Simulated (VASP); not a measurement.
# SiF (Pm-3m) in VASP: further runs

The runs below take SiF through single point, with PBE, PBEsol-based screened hybrid with 25 % exact exchange, PBE-based screened hybrid with 25 % exact exchange.

Everything below comes from runs of VASP 6.6.1. Logs are shortened: lines on timing, memory, paths and dates and some standing lists are left out, and cuts for length are marked.

## 1. The cell of the first run

The structure is cubic, space group Pm-3m (No. 221). Conventional cell: a = 3.029 Å, b = 3.029 Å, c = 3.029 Å, α = 90.00°, β = 90.00°, γ = 90.00°. Si (site symmetry m-3m) has 8 F at 2.62 Å and 6 Si at 3.03 Å within 3.5 Å. Within 3.5 Å of F (site symmetry m-3m) lie 8 Si at 2.62 Å and 6 F at 3.03 Å.

## 2. Single point, PBE

The input, INCAR:

```
PREC = Accurate
ENCUT = 600
EDIFF = 1E-6
ISMEAR = -1
SIGMA = 0.03
LREAL = F
LASPH = T
NELM = 120
ALGO = Normal
ISIF = 2
LWAVE = F
LCHARG = F
GGA = PE
NBANDS = 12
GGA_COMPAT = F
```

The input, KPOINTS:

```
Automatic mesh
0
Gamma
  5 5 5
```

The input, POSCAR:

```
SiF
1.0
    3.0286000000      0.0000000000      0.0000000000
    0.0000000000      3.0286000000      0.0000000000
    0.0000000000      0.0000000000      3.0286000000
Si F
1 1
Direct
    0.5000000000      0.5000000000      0.5000000000
    0.0000000000      0.0000000000      0.0000000000
```

Potentials or basis: VASP PAW PBE potentials, release 64 (Si, F).

Started as:

```sh
$ cat potpaw_PBE.64/Si/POTCAR potpaw_PBE.64/F/POTCAR > POTCAR
$ mpirun -np 1 vasp_std > vasp.out
```

OUTCAR:

```text
PREC = Accurate
   ENCUT = 600
   EDIFF = 1E-6
   ISMEAR = -1
   LREAL = F
   LASPH = T
   NELM = 120
   ISIF = 2
   GGA = PE

 ion  position               nearest neighbor table
   1  0.500  0.500  0.500-
   2  0.000  0.000  0.000-

  LATTYP: Found a simple cubic cell.
 ALAT       =     3.0286000000

  Lattice vectors:

 A1 = (   3.0286000000,   0.0000000000,   0.0000000000)
 A2 = (   0.0000000000,   3.0286000000,   0.0000000000)
 A3 = (   0.0000000000,   0.0000000000,   3.0286000000)

Analysis of symmetry for initial positions (statically):
=====================================================================
 Subroutine PRICEL returns:
 Original cell was already a primitive cell.

 Routine SETGRP: Setting up the symmetry group for a
 simple cubic supercell.

 Subroutine GETGRP returns: Found 48 space group operations
 (whereof 48 operations were pure point group operations)
 out of a pool of 48 trial point group operations.

The static configuration has the point symmetry O_h .

Analysis of symmetry for dynamics (positions and initial velocities):
=====================================================================
 Subroutine PRICEL returns:
 Original cell was already a primitive cell.

 Routine SETGRP: Setting up the symmetry group for a
 simple cubic supercell.

 Subroutine GETGRP returns: Found 48 space group operations
 (whereof 48 operations were pure point group operations)
 out of a pool of 48 trial point group operations.

The dynamic configuration has the point symmetry O_h .

 Subroutine INISYM returns: Found 48 space group operations
 (whereof 48 operations are pure point group operations),
 and found     1 'primitive' translations

----------------------------------------------------------------------------------------

                                     Primitive cell

  volume of cell :      27.7796

  direct lattice vectors                    reciprocal lattice vectors
     3.028600000  0.000000000  0.000000000     0.330185564  0.000000000  0.000000000
     0.000000000  3.028600000  0.000000000     0.000000000  0.330185564  0.000000000
     0.000000000  0.000000000  3.028600000     0.000000000  0.000000000  0.330185564

  length of vectors
     3.028600000  3.028600000  3.028600000     0.330185564  0.330185564  0.330185564

  position of ions in fractional coordinates (direct lattice)
     0.500000000  0.500000000  0.500000000
     0.000000000  0.000000000  0.000000000

  ion indices of the primitive-cell ions
   primitive index   ion index
                 1           1
                 2           2

----------------------------------------------------------------------------------------

 KPOINTS: Automatic mesh

Automatic generation of k-mesh.
 Grid dimensions read from file:
 generate k-points for:    5    5    5

 Generating k-lattice:

  Cartesian coordinates                     Fractional coordinates (reciprocal lattice)
     0.066037113  0.000000000  0.000000000     0.200000000  0.000000000  0.000000000
     0.000000000  0.066037113  0.000000000     0.000000000  0.200000000  0.000000000
     0.000000000  0.000000000  0.066037113     0.000000000  0.000000000  0.200000000

  Length of vectors
     0.066037113  0.066037113  0.066037113

  Shift w.r.t. Gamma in fractional coordinates (k-lattice)
     0.000000000  0.000000000  0.000000000

 Subroutine IBZKPT returns following result:
 ===========================================

 Found     10 irreducible k-points:

 Following reciprocal coordinates:
            Coordinates               Weight
  0.000000  0.000000  0.000000      1.000000
  0.200000  0.000000  0.000000      6.000000
  0.400000  0.000000  0.000000      6.000000
  0.200000  0.200000  0.000000     12.000000
  0.400000  0.200000  0.000000     24.000000
  0.400000  0.400000  0.000000     12.000000
  0.200000  0.200000  0.200000      8.000000
  0.400000  0.200000  0.200000     24.000000
  0.400000  0.400000  0.200000     24.000000
  0.400000  0.400000  0.400000      8.000000
   k-points           NKPTS =     10   k-points in BZ     NKDIM =     10   number of bands    NBANDS=     12
   number of dos      NEDOS =    301   number of ions     NIONS =      2
   total plane-waves  NPLWV =  13824
   dimension x,y,z NGX =    24 NGY =   24 NGZ =   24
   dimension x,y,z NGXF=    48 NGYF=   48 NGZF=   48
   ions per type =               1   1
   NGX,Y,Z   is equivalent  to a cutoff of  13.17, 13.17, 13.17 a.u.
   NGXF,Y,Z  is equivalent  to a cutoff of  26.35, 26.35, 26.35 a.u.
 SYSTEM =  unknown system
   PREC   = accura    normal or accurate (medium, high low for compatibility)
   ISTART =      0    job   : 0-new  1-cont  2-samecut
   ICHARG =      2    charge: 1-file 2-atom 10-const
   ISPIN  =      1    spin polarized calculation?
   LNONCOLLINEAR =      F non collinear calculations
   LSORBIT =      F    spin-orbit coupling
   LASPH  =      T    aspherical Exc in radial PAW
   ENCUT  =  600.0 eV  44.10 Ry    6.64 a.u.   6.05  6.05  6.05*2*pi/ulx,y,z
   NELM   =    120;   NELMIN=  2; NELMDL= -5     # of ELM steps
   EDIFF  = 0.1E-05   stopping-criterion for ELM
   LREAL  =      F    real-space projection
   EDIFFG = 0.1E-04   stopping-criterion for IOM
   NSW    =      0    number of steps for IOM
   IBRION =     -1    ionic relax: 0-MD 1-quasi-New 2-CG
   NFREE  =      0    steps in history (QN), initial steepest desc. (CG)
   ISIF   =      2    stress and relaxation
   ISYM   =      2    0-nonsym 1-usesym 2-fastsym
   POTIM  = 0.5000    time-step for ionic-motion
   TEBEG  =    0.0;   TEEND  =   0.0 temperature during run
   PSTRESS=    0.0 pullay stress
   NELECT =      11.0000    total number of electrons
   NUPDOWN=      -1.0000    fix difference up-down
   EMIN   =  10.00;   EMAX   =-10.00  energy-range for DOS
   EFERMI =   0.00;   METHOD = LEGACY
   ISMEAR =    -1;   SIGMA  =   0.03  broadening in eV -4-tet -1-fermi 0-gaus
   EFERMI_NEDOS =   21; number of points for ismear=-14 and -15
   IALGO  =     38    algorithm
   IMIX   =      4    mixing-type and parameters
     AMIX     =   0.40;   BMIX     =  1.00
     AMIX_MAG =   1.60;   BMIX_MAG =  1.00
  volume/ion in A,a.u.               =      13.89        93.73
  Fermi-wavevector in a.u.,A,eV,Ry     =   1.202164  2.271761 19.663124  1.445199
  Thomas-Fermi vector in A             =   2.337953
   LORBIT       =      0    0 simple, 1 ext, 2 COOP (PROOUT), +10 PAW based schemes
   GGA     = PE    functional components
   LHFCALC =     F    Hartree Fock is set to
   AEXX    =    0.0000 exact exchange contribution
   IVDW    =     0    specifies the selected vdW correction
   LEPSILON=     F    determine dielectric tensor
   LRPA    =     F    only Hartree local field effects (RPA)
 non-spin polarized calculation
  energy-cutoff  :      600.00
  volume of cell :       27.78
 maximum number of plane-waves:       948
   NGX = 13   NGY = 13   NGZ = 13

 number of electron      11.0000013 magnetization

 Free energy of the ion-electron system (eV)
  ---------------------------------------------------
  ext. energy  EPLUGINS =         0.00000000
  ---------------------------------------------------
  free energy    TOTEN  =        -7.85636391 eV

  energy without entropy =       -7.84917917  energy(sigma->0) =       -7.85277154

 E-fermi :   5.5805     XC(G=0): -10.3083

 val. band max:        5.5568488986   @ k =   0.4000   0.2000   0.2000
 cond. band min:       6.0235648943   @ k =   0.4000   0.4000   0.2000
 fundamental gap:      0.4667159957
 Fermi energy:         5.5805486779

 k-point     1 :       0.0000    0.0000    0.0000
  band No.  band energies     occupation
      1     -18.3606      2.00000
      2      -3.1802      2.00000
      3       0.5471      2.00000
      4       0.5471      2.00000
      5       0.5471      2.00000
      6      10.9393      0.00000
      7      10.9393      0.00000
      8      10.9393      0.00000
      9      11.6233      0.00000
     10      11.6233      0.00000
     11      21.8110      0.00000
     12      22.7383      0.00000

 k-point     2 :       0.2000    0.0000    0.0000
  band No.  band energies     occupation
      1     -18.2819      2.00000
      2      -3.4359      2.00000
      3       0.6565      2.00000
      4       0.6565      2.00000
      5       0.8623      2.00000
      6       7.5726      0.00000
      7      10.9072      0.00000
      8      10.9072      0.00000
      9      12.1270      0.00000
     10      15.2752      0.00000
     11      21.0291      0.00000
     12      21.0291      0.00000

 k-point     3 :       0.4000    0.0000    0.0000
  band No.  band energies     occupation
      1     -18.1502      2.00000
      2      -3.9078      2.00000
      3       0.8424      2.00000
      4       0.8424      2.00000
      5       2.1335      2.00000
      6       4.4476      2.00000
      7      10.8318      0.00000
      8      10.8318      0.00000
      9      13.2910      0.00000
     10      18.6920      0.00000
     11      19.3315      0.00000
     12      19.3315      0.00000
[... 76 lines left out ...]
 k-point     9 :       0.4000    0.4000    0.2000
  band No.  band energies     occupation
      1     -17.9405      2.00000
      2      -1.8125      2.00000
      3      -0.9225      2.00000
      4       0.4645      2.00000
      5       1.5035      2.00000
      6       6.0236      0.00000
      7       6.3170      0.00000
      8       9.3600      0.00000
      9      13.6854      0.00000
     10      16.5218      0.00000
     11      16.6576      0.00000
     12      20.7278      0.00000

 k-point    10 :       0.4000    0.4000    0.4000
  band No.  band energies     occupation
      1     -17.8579      2.00000
      2      -0.8567      2.00000
      3      -0.3140      2.00000
      4      -0.3140      2.00000
      5       2.0107      2.00000
      6       5.3522      1.99901
      7       5.3522      1.99901
      8       6.8340      0.00000
      9      14.6529      0.00000
     10      15.1581      0.00000
     11      15.1581      0.00000
     12      25.8116      0.00000

------------------------ aborting loop because EDIFF is reached ----------------------------------------

  FORCE on cell =-STRESS in cart. coord.  units (eV):
  Direction    XX          YY          ZZ          XY          YZ          ZX
  --------------------------------------------------------------------------------------
  -------------------------------------------------------------------------------------
  Total       -0.0917548     -0.0917548     -0.0917548      0.0000000      0.0000000     -0.0000000
  in kB       -5.2919239     -5.2919239     -5.2919239      0.0000000      0.0000000     -0.0000000
  external PRESSURE =      -5.2919239 kB  Pullay stress =       0.0000000 kB

 VOLUME and BASIS-vectors are now :
 -----------------------------------------------------------------------------
  energy-cutoff  :      600.00
  volume of cell :       27.78
      direct lattice vectors                 reciprocal lattice vectors
     3.028600000  0.000000000  0.000000000     0.330185564  0.000000000  0.000000000
     0.000000000  3.028600000  0.000000000     0.000000000  0.330185564  0.000000000
     0.000000000  0.000000000  3.028600000     0.000000000  0.000000000  0.330185564

 POSITION                                       TOTAL-FORCE (eV/Angst)
 -----------------------------------------------------------------------------------
      1.51430      1.51430      1.51430         0.000000      0.000000      0.000000
      0.00000      0.00000      0.00000         0.000000      0.000000      0.000000
 -----------------------------------------------------------------------------------
    total drift:                               -0.000000      0.000000      0.000000

  FREE ENERGIE OF THE ION-ELECTRON SYSTEM (eV)
  ---------------------------------------------------
  free  energy   TOTEN  =        -7.8563639089 eV

  energy  without entropy=       -7.8491791747  energy(sigma->0) =       -7.85277154
```

Wall time 2.5 s (1 thread of AMD EPYC 9R45 (Zen 5), shared host); peak memory 0.1 GiB.

Results:

```yaml
Free_energy: -7.8564 eV
Pressure: -0.5 GPa
Band_gap_on_the_k_mesh: zero (an odd number of electrons rules out a gap without spin polarisation)
```

Caveat: the k points lie up to 0.41 Å⁻¹ apart, too coarse for converged energies and pressures of a metal; an odd number of electrons without spin polarisation forces a metal; a magnetic or distorted state may lie lower.

(Part 1 of 2 ends here.)
